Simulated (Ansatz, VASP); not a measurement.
**RbCl: VASP beside Ansatz**

```xyz
2
Lattice="0.0000 3.2740 3.2740 3.2740 0.0000 3.2740 3.2740 3.2740 0.0000" Properties=species:S:1:pos:R:3 pbc="T T T"
Rb    0.0000    0.0000    0.0000
Cl    3.2740    3.2740    3.2740
```

Alike in both runs: task single point; functional PBEsol; k mesh 4 × 4 × 4; no spin polarisation.

|  | VASP | Ansatz |
| --- | --- | --- |
| version | VASP 6.6.1 | Ansatz 0.2.0 |
| potentials or method | VASP PAW PBE potentials, release 64 (Rb_sv, Cl) | plane waves, PAW |
| plane-wave cutoff (eV) | 500 | 420 |
| occupations | gaussian, width 0.01 eV | fixed |
| valence electrons in the cell | 16 | 16 |

```csv
,VASP,Ansatz,Ansatz less VASP
gap on the k mesh at the Fermi level (eV),4.89,4.89,+0.004
```

VASP's potentials were made for PBE, not for PBEsol.
